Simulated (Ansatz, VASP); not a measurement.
## TaAs in VASP and in Ansatz

```xyz
4
Lattice="-1.7218 1.7218 5.8679 1.7218 -1.7218 5.8679 1.7218 1.7218 -5.8679" Properties=species:S:1:pos:R:3 pbc="T T T"
Ta    1.7218    0.0000    5.8685
Ta    0.0000    0.0000    8.8025
As    1.7218    0.0000    0.9688
As    0.0000    0.0000    3.9028
```

Alike in both runs: functional PBE; k mesh 16 × 16 × 16; occupations gaussian, width 0.05 eV; no spin polarisation.

Ansatz relaxed the structure, and its values are those at the end. VASP's run is a single point on that final structure, the one shown.

|  | VASP | Ansatz |
| --- | --- | --- |
| version | VASP 6.6.1 | Ansatz 0.2.0 |
| potentials or method | VASP PAW PBE potentials, release 64 (Ta_pv, As), cutoff 520 eV | scalar-relativistic, plane waves, PAW |
| valence electrons in the cell | 32 | 56 |

Ansatz gave:

| Property | Result |
| --- | --- |
| gap on the k mesh at the Fermi level (eV) | none |
| pressure (GPa) | 2.1 |

Task: Estimate VASP's values.

Result: gap on the k mesh at the Fermi level (eV): none; pressure (GPa): 2.6.

A gap of «none» marks a metal or a gap that the smearing closes. The functional is the same, so the differences come from potentials, cutoffs and numerics. VASP's potentials hold 32 valence electrons a cell and Ansatz's 56, so a difference there can come from the potentials and not from the codes. Ansatz's warnings: stress scf threshold loose.

Neither program's run includes spin-orbit coupling.
